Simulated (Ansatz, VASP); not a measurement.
# One calculation of SnO2, two programs

```
CELL_PARAMETERS angstrom
4.88206 0.00000 0.00000
0.00000 4.88266 0.00000
0.00000 0.00000 3.29834
ATOMIC_POSITIONS crystal
Sn 0.50000 0.50000 0.50000
Sn 0.00000 0.00000 0.00000
O 0.30598 0.29322 0.00000
O 0.80598 0.20678 0.50000
O 0.19402 0.79322 0.50000
O 0.69402 0.70678 0.00000
```

Alike in both runs: task single point; functional LDA; k mesh 6 × 6 × 8; occupations gaussian, width 0.05 eV; no spin polarisation.

```csv
,VASP,Ansatz
version,VASP 6.6.1,Ansatz 0.2.0
potentials or method,"VASP PAW LDA potentials, release 64 (Sn_d, O), cutoff 520 eV","scalar-relativistic, plane waves, PAW"
valence electrons in the cell,52,52
```

|  | VASP | Ansatz | Ansatz less VASP |
| --- | --- | --- | --- |
| gap on the k mesh at the Fermi level (eV) | 0.19 | 0.18 | -0.010 |
| least direct gap on the mesh (eV) | 0.20 | 0.21 | +0.010 |
| pressure (GPa) | -16.7 | -17.4 | -0.65 |
| traceless stress, the component that is largest in VASP (GPa) | -2.68 | -2.77 | -0.092 |
| rms of the force components (eV/Å) | 0.456 | 0.456 | -0.0006 |

LDA's correlation is that of Perdew and Zunger in VASP and of Perdew and Wang (1992) in Ansatz. Atom by atom the forces differ by 0.001 eV/Å (rms over components).
